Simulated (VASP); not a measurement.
Sr, 1 atom in the cell. Symmetry: Fm-3m, No. 225, cubic system. Conventional cell: a = 6.085 Å, b = 6.085 Å, c = 6.085 Å, α = 90.00°, β = 90.00°, γ = 90.00°. Sr (site symmetry m-3m) has 12 Sr at 4.30 Å within 5.6 Å. 

```yaml
Program: VASP 6.6.1
Task: relaxation of volume and atoms at fixed shape
Functional: LDA
Potentials_or_basis: VASP PAW LDA potentials, release 64 (Sr_sv)
Cutoff: 600 eV
k_mesh: 7 × 7 × 7
Occupations: gaussian, width 0.05 eV
Spin: no spin polarisation
Dipole_correction: no
Further_INCAR_settings: ALGO = Normal; EDIFF = 1e-07; IBRION = 2; EDIFFG = -0.02; NSW = 80; ISIF = 8
```

Potentials or basis: VASP PAW LDA potentials, release 64 (Sr_sv).

Run with:

```bash
$ cat potpaw_LDA.64/Sr_sv/POTCAR > POTCAR
$ mpirun -np 1 vasp_std > vasp.out
```

Hardware: 1 thread of Intel(R) Xeon(R) 6975P-C (Granite Rapids) (shared host).

Task: How long does it take, and how much memory?

Result: It took 16 s on 1 thread of Intel(R) Xeon(R) 6975P-C (Granite Rapids), with other jobs on the host, peak memory 0.17 GiB. Counts: scf iterations 40, k points 20, ion steps 4.
